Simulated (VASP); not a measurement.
# In in VASP: settings compared

The runs below take In through single point, with PBE, LDA.

All numbers are computed with VASP 6.6.1; they aren't measurements. Logs are shortened: lines on timing, memory, paths and dates and some standing lists are left out, and cuts for length are marked.

## (1) The cell of the first run

It takes space group P6_3/mmc (No. 194, hexagonal). Conventional cell: a = 3.289 Å, b = 3.289 Å, c = 10.884 Å, α = 90.00°, β = 90.00°, γ = 120.00°. Within 4.3 Å of In (site symmetry -3m) lie 12 In at 3.29 to 3.32 Å. In (site symmetry -6m2) has 12 In at 3.29 to 3.32 Å within 4.3 Å.

This isn't the form of In at room conditions, which is tetragonal.

## (2) Single point, PBE (strained)

File INCAR:

```
  PREC = Accurate
  ENCUT = 520
  EDIFF = 1E-6
  ISMEAR = 0
  SIGMA = 0.1
  LREAL = F
  LASPH = T
  NELM = 80
  ALGO = Fast
  ISIF = 2
  LWAVE = F
  LCHARG = F
  GGA = PE
  NBANDS = 34
```

File KPOINTS:

```
Automatic mesh
0
Gamma
  15 15 4
```

File POSCAR:

```
In
1.0
    3.2891665292      0.0000000000      0.0000000000
   -1.6445832646      2.8485017716      0.0000000000
    0.0000000000      0.0000000000     10.8839460852
In
4
Direct
    0.0000000000      0.0000000000      0.0000000000
    0.3333333300      0.6666666700      0.2500000000
    0.0000000000      0.0000000000      0.5000000000
    0.6666666700      0.3333333300      0.7500000000
```

Potentials or basis: VASP PAW PBE potentials, release 64 (In_d).

Command:

```sh
cat potpaw_PBE.64/In_d/POTCAR > POTCAR
mpirun -np 1 vasp_std > vasp.out
```

OUTCAR:

```text
PREC = Accurate
   ENCUT = 520
   EDIFF = 1E-6
   ISMEAR = 0
   LREAL = F
   LASPH = T
   NELM = 80
   ISIF = 2
   GGA = PE

 ion  position               nearest neighbor table
   1  0.000  0.000  0.000-   2 3.32   4 3.32   4 3.32   2 3.32   4 3.32   2 3.32
   2  0.333  0.667  0.250-   1 3.32   3 3.32   1 3.32   3 3.32   1 3.32   3 3.32
   3  0.000  0.000  0.500-   2 3.32   4 3.32   4 3.32   2 3.32   4 3.32   2 3.32
   4  0.667  0.333  0.750-   1 3.32   3 3.32   1 3.32   3 3.32   1 3.32   3 3.32

  LATTYP: Found a hexagonal cell.
 ALAT       =     3.2891665292
 C/A-ratio  =     3.3090285909

  Lattice vectors:

 A1 = (   3.2891665292,   0.0000000000,   0.0000000000)
 A2 = (  -1.6445832646,   2.8485017716,   0.0000000000)
 A3 = (   0.0000000000,   0.0000000000,  10.8839460852)

Analysis of symmetry for initial positions (statically):
=====================================================================
 Subroutine PRICEL returns:
 Original cell was already a primitive cell.

 Routine SETGRP: Setting up the symmetry group for a
 hexagonal supercell.

 Subroutine GETGRP returns: Found 24 space group operations
 (whereof 12 operations were pure point group operations)
 out of a pool of 24 trial point group operations.

The static configuration has the point symmetry D_3d.
 The point group associated with its full space group is D_6h.

Analysis of symmetry for dynamics (positions and initial velocities):
=====================================================================
 Subroutine PRICEL returns:
 Original cell was already a primitive cell.

 Routine SETGRP: Setting up the symmetry group for a
 hexagonal supercell.

 Subroutine GETGRP returns: Found 24 space group operations
 (whereof 12 operations were pure point group operations)
 out of a pool of 24 trial point group operations.

The dynamic configuration has the point symmetry D_3d.
 The point group associated with its full space group is D_6h.

 Subroutine INISYM returns: Found 24 space group operations
 (whereof 12 operations are pure point group operations),
 and found     1 'primitive' translations

----------------------------------------------------------------------------------------

                                     Primitive cell

  volume of cell :     101.9738

  direct lattice vectors                    reciprocal lattice vectors
     3.289166529  0.000000000  0.000000000     0.304028389  0.175530872  0.000000000
    -1.644583265  2.848501772  0.000000000     0.000000000  0.351061744  0.000000000
     0.000000000  0.000000000 10.883946085     0.000000000  0.000000000  0.091878441

  length of vectors
     3.289166529  3.289166529 10.883946085     0.351061744  0.351061744  0.091878441

  position of ions in fractional coordinates (direct lattice)
     0.000000000  0.000000000  0.000000000
     0.333333330  0.666666670  0.250000000
     0.000000000  0.000000000  0.500000000
     0.666666670  0.333333330  0.750000000

  ion indices of the primitive-cell ions
   primitive index   ion index
                 1           1
                 2           2
                 3           3
                 4           4

----------------------------------------------------------------------------------------

 KPOINTS: Automatic mesh

Automatic generation of k-mesh.
 Grid dimensions read from file:
 generate k-points for:   15   15    4

 Generating k-lattice:

  Cartesian coordinates                     Fractional coordinates (reciprocal lattice)
     0.020268559  0.011702058  0.000000000     0.066666667  0.000000000  0.000000000
     0.000000000  0.023404116  0.000000000     0.000000000  0.066666667  0.000000000
     0.000000000  0.000000000  0.022969610     0.000000000  0.000000000  0.250000000

  Length of vectors
     0.023404116  0.023404116  0.022969610

  Shift w.r.t. Gamma in fractional coordinates (k-lattice)
     0.000000000  0.000000000  0.000000000

 Subroutine IBZKPT returns following result:
 ===========================================

 Found     81 irreducible k-points:

 Following reciprocal coordinates:
            Coordinates               Weight
  0.000000  0.000000  0.000000      1.000000
  0.066667  0.000000  0.000000      6.000000
  0.133333 -0.000000  0.000000      6.000000
  0.200000 -0.000000  0.000000      6.000000
  0.266667 -0.000000  0.000000      6.000000
  0.333333  0.000000  0.000000      6.000000
[... 16 lines left out ...]
  0.333333  0.200000  0.000000     12.000000
  0.400000  0.200000  0.000000      6.000000
 [... further k-points ...]
   k-points           NKPTS =     81   k-points in BZ     NKDIM =     81   number of bands    NBANDS=     34
   number of dos      NEDOS =    301   number of ions     NIONS =      4
   total plane-waves  NPLWV =  48384
   dimension x,y,z NGX =    24 NGY =   24 NGZ =   84
   dimension x,y,z NGXF=    48 NGYF=   48 NGZF=  168
   ions per type =               4
   NGX,Y,Z   is equivalent  to a cutoff of  12.13, 12.13, 12.83 a.u.
   NGXF,Y,Z  is equivalent  to a cutoff of  24.26, 24.26, 25.66 a.u.
 SYSTEM =  unknown system
   PREC   = accura    normal or accurate (medium, high low for compatibility)
   ISTART =      0    job   : 0-new  1-cont  2-samecut
   ICHARG =      2    charge: 1-file 2-atom 10-const
   ISPIN  =      1    spin polarized calculation?
   LNONCOLLINEAR =      F non collinear calculations
   LSORBIT =      F    spin-orbit coupling
   LASPH  =      T    aspherical Exc in radial PAW
   ENCUT  =  520.0 eV  38.22 Ry    6.18 a.u.   6.12  6.12 20.24*2*pi/ulx,y,z
   NELM   =     80;   NELMIN=  2; NELMDL= -5     # of ELM steps
   EDIFF  = 0.1E-05   stopping-criterion for ELM
   LREAL  =      F    real-space projection
   EDIFFG = 0.1E-04   stopping-criterion for IOM
   NSW    =      0    number of steps for IOM
   IBRION =     -1    ionic relax: 0-MD 1-quasi-New 2-CG
   NFREE  =      0    steps in history (QN), initial steepest desc. (CG)
   ISIF   =      2    stress and relaxation
   ISYM   =      2    0-nonsym 1-usesym 2-fastsym
   POTIM  = 0.5000    time-step for ionic-motion
   TEBEG  =    0.0;   TEEND  =   0.0 temperature during run
   PSTRESS=    0.0 pullay stress
   NELECT =      52.0000    total number of electrons
   NUPDOWN=      -1.0000    fix difference up-down
   EMIN   =  10.00;   EMAX   =-10.00  energy-range for DOS
   EFERMI =   0.00;   METHOD = LEGACY
   ISMEAR =     0;   SIGMA  =   0.10  broadening in eV -4-tet -1-fermi 0-gaus
   EFERMI_NEDOS =   21; number of points for ismear=-14 and -15
   IALGO  =     68    algorithm
   IMIX   =      4    mixing-type and parameters
     AMIX     =   0.40;   BMIX     =  1.00
     AMIX_MAG =   1.60;   BMIX_MAG =  1.00
  volume/ion in A,a.u.               =      25.49       172.04
  Fermi-wavevector in a.u.,A,eV,Ry     =   1.307916  2.471602 23.274712  1.710643
  Thomas-Fermi vector in A             =   2.438618
   LORBIT       =      0    0 simple, 1 ext, 2 COOP (PROOUT), +10 PAW based schemes
   GGA     = PE    functional components
   LHFCALC =     F    Hartree Fock is set to
   AEXX    =    0.0000 exact exchange contribution
   IVDW    =     0    specifies the selected vdW correction
   LEPSILON=     F    determine dielectric tensor
   LRPA    =     F    only Hartree local field effects (RPA)
 non-spin polarized calculation
 RMM-DIIS sequential band-by-band and
 Gauss-broadening in eV      SIGMA  =   0.10
  energy-cutoff  :      520.00
  volume of cell :      101.97
 maximum number of plane-waves:      2796
   NGX = 13   NGY = 13   NGZ = 41

 number of electron      52.0000006 magnetization

 Free energy of the ion-electron system (eV)
  ---------------------------------------------------
  ext. energy  EPLUGINS =         0.00000000
  ---------------------------------------------------
  free energy    TOTEN  =       -10.15873004 eV

  energy without entropy =      -10.15001098  energy(sigma->0) =      -10.15437051

 E-fermi :   7.8345     XC(G=0): -10.3777

 val. band max:        7.8302988816   @ k =   0.2667   0.1333   0.5000
 cond. band min:       7.8368715453   @ k =   0.2667   0.2667   0.2500
 fundamental gap:      0.0065726638
 Fermi energy:         7.8344753376

 k-point     1 :       0.0000    0.0000    0.0000
  band No.  band energies     occupation
      1      -6.9229      2.00000
      2      -6.8859      2.00000
      3      -6.8720      2.00000
      4      -6.8547      2.00000
      5      -6.8414      2.00000
      6      -6.8414      2.00000
[... 26 lines left out ...]
     33      17.5508      0.00000
     34      18.4299      0.00000

 k-point     2 :       0.0667    0.0000    0.0000
  band No.  band energies     occupation
      1      -6.9146      2.00000
      2      -6.8809      2.00000
      3      -6.8742      2.00000
      4      -6.8495      2.00000
      5      -6.8441      2.00000
      6      -6.8342      2.00000
[... 26 lines left out ...]
     33      17.1805      0.00000
     34      17.8188      0.00000

 k-point     3 :       0.1333   -0.0000    0.0000
  band No.  band energies     occupation
      1      -6.9114      2.00000
      2      -6.8813      2.00000
      3      -6.8801      2.00000
      4      -6.8419      2.00000
      5      -6.8413      2.00000
      6      -6.8271      2.00000
[... 26 lines left out ...]
     33      16.4115      0.00000
     34      16.8842      0.00000
[... 704 lines left out ...]
 k-point    23 :       0.3333    0.2000    0.0000
  band No.  band energies     occupation
      1      -6.9494      2.00000
      2      -6.9470      2.00000
      3      -6.8843      2.00000
      4      -6.8839      2.00000
      5      -6.8507      2.00000
      6      -6.8345      2.00000
[... 26 lines left out ...]
     33      11.7698      0.00000
     34      12.8930      0.00000

 k-point    24 :       0.4000    0.2000    0.0000
  band No.  band energies     occupation
      1      -6.9567      2.00000
      2      -6.9502      2.00000
      3      -6.8826      2.00000
      4      -6.8811      2.00000
      5      -6.8631      2.00000
      6      -6.8425      2.00000
[... 26 lines left out ...]
     33      11.0508      0.00000
     34      12.7973      0.00000

 [... further k-points ...]

------------------------ aborting loop because EDIFF is reached ----------------------------------------

  FORCE on cell =-STRESS in cart. coord.  units (eV):
  Direction    XX          YY          ZZ          XY          YZ          ZX
  --------------------------------------------------------------------------------------
  -------------------------------------------------------------------------------------
  Total        2.0247334      2.0247334      2.1344971      0.0000000      0.0000000      0.0000000
  in kB       31.8119062     31.8119062     33.5364749      0.0000000      0.0000000      0.0000000
  external PRESSURE =      32.3867624 kB  Pullay stress =       0.0000000 kB

 VOLUME and BASIS-vectors are now :
 -----------------------------------------------------------------------------
  energy-cutoff  :      520.00
  volume of cell :      101.97
      direct lattice vectors                 reciprocal lattice vectors
     3.289166529  0.000000000  0.000000000     0.304028389  0.175530872  0.000000000
    -1.644583265  2.848501772  0.000000000     0.000000000  0.351061744  0.000000000
     0.000000000  0.000000000 10.883946085     0.000000000  0.000000000  0.091878441

 POSITION                                       TOTAL-FORCE (eV/Angst)
 -----------------------------------------------------------------------------------
      0.00000      0.00000      0.00000        -0.000000     -0.000000      0.000000
     -0.00000      1.89900      2.72099        -0.000000      0.000000      0.000000
      0.00000      0.00000      5.44197        -0.000000     -0.000000      0.000000
      1.64458      0.94950      8.16296         0.000000      0.000000     -0.000000
 -----------------------------------------------------------------------------------
    total drift:                                0.000000      0.000000      0.000000

  FREE ENERGIE OF THE ION-ELECTRON SYSTEM (eV)
  ---------------------------------------------------
  free  energy   TOTEN  =       -10.1587300396 eV

  energy  without entropy=      -10.1500109812  energy(sigma->0) =      -10.15437051
```

Run time: 2 min. Hardware: 1 thread of Intel Xeon 6975P-C (Granite Rapids), shared host; peak memory 0.34 GiB.

Results:

```
Free energy            : -10.1587 eV
Pressure               : 3.2 GPa
Band gap on the k mesh : zero (bands 26 and 27 overlap by 4.66 eV)
```

Caveat: the cell differs from its parent crystal (strained); the cell stands under pressure; spin-orbit coupling is left out, which moves the levels of the heavy elements.

## (3) Single point, LDA (strained)

File INCAR:

```
ALGO = Fast ; EDIFF = 1E-6
ENCUT = 520 ; GGA = CA
ISIF = 2 ; ISMEAR = 0
LASPH = True ; LCHARG = False
LREAL = False ; LWAVE = False
NBANDS = 34 ; NELM = 100
PREC = Accurate ; SIGMA = 0.1
```

File KPOINTS:

```
k-points
0
Gamma
  15 15 4
```

File POSCAR:

```
In
1.0
    3.3855070175      0.0000000000      0.0000000000
   -1.6927535087      2.9319350818      0.0000000000
    0.0000000000      0.0000000000     10.5452672310
In
4
Direct
    0.0000000000      0.0000000000      0.0000000000
    0.3333333300      0.6666666700      0.2500000000
    0.0000000000      0.0000000000      0.5000000000
    0.6666666700      0.3333333300      0.7500000000
```

Potentials or basis: VASP PAW LDA potentials, release 64 (In_d).

Command:

```sh
cat potpaw_LDA.64/In_d/POTCAR > POTCAR
mpirun -np 1 vasp_std > vasp.out
```

It took 3.5 min on 1 thread of Intel Xeon 6975P-C (Granite Rapids), shared host; peak memory 0.33 GiB.

The run converged. Its results:

```yaml
Free_energy: -12.8021 eV
Pressure: -2.5 GPa
Band_gap_on_the_k_mesh: zero (bands 26 and 27 overlap by 5.14 eV)
```

Stress tensor (GPa, compression positive):
```
-2.54  0.00  0.00
 0.00 -2.54  0.00
 0.00  0.00 -2.31
```

Levels at points of the mesh, in eV from the Fermi level:
```
           k point  band 24  band 25  band 26  band 27  band 28  band 29
(0.00, 0.00, 0.00)    -3.87    -3.19     3.85     3.86     7.65     7.65
(0.00, 0.00, 0.50)    -6.21    -0.14    -0.14     7.93     7.93     7.93
```

Caveat: the cell differs from its parent crystal (strained); spin-orbit coupling is left out, which moves the levels of the heavy elements.

## (4) Single point, PBE (strained)

File INCAR:

```
PREC = Accurate ; ENCUT = 520
EDIFF = 1E-6 ; ISMEAR = 0
SIGMA = 0.1 ; LREAL = F
LASPH = T ; NELM = 80
ALGO = Fast ; ISIF = 2
LWAVE = F ; LCHARG = F
GGA = PE ; NBANDS = 34
```

File KPOINTS:

```
Automatic mesh
0
Gamma
  15 15 4
```

File POSCAR:

```
In
1.0
    3.3652566774      0.0000000000      0.0000000000
   -1.6826283387      2.9143977729      0.0000000000
    0.0000000000      0.0000000000     11.4522267391
In
4
Direct
    0.0000000000      0.0000000000      0.0000000000
    0.3333333300      0.6666666700      0.2500000000
    0.0000000000      0.0000000000      0.5000000000
    0.6666666700      0.3333333300      0.7500000000
```

Potentials or basis: VASP PAW PBE potentials, release 64 (In_d).

Command:

```sh
cat potpaw_PBE.64/In_d/POTCAR > POTCAR
mpirun -np 1 vasp_std > vasp.out
```

It took 2.9 min on 1 thread of Intel Xeon 6975P-C (Granite Rapids), shared host; peak memory 0.38 GiB.

Results (log left out):

* Free energy: -10.2272 eV
* Pressure: -0.7 GPa
* Band gap on the k mesh: zero (bands 26 and 27 overlap by 4.27 eV)

Stress tensor (GPa, compression positive):
```
-0.42  0.00  0.00
 0.00 -0.42  0.00
 0.00  0.00 -1.26
```

Levels at points of the mesh, in eV from the Fermi level:
| k point | band 23 | band 24 | band 25 | band 26 | band 27 | band 28 | band 29 | band 30 |
| --- | --- | --- | --- | --- | --- | --- | --- | --- |
| (0.00, 0.00, 0.00) | -7.83 | -4.70 | -3.20 | 2.36 | 2.37 | 8.40 | 8.40 | 9.12 |
| (0.00, 0.00, 0.50) | -6.30 | -6.30 | -0.99 | -0.99 | 6.17 | 6.17 | 8.62 | 8.62 |

Caveat: the cell differs from its parent crystal (strained); spin-orbit coupling is left out, which moves the levels of the heavy elements.

(Part 1 of 2 ends here.)
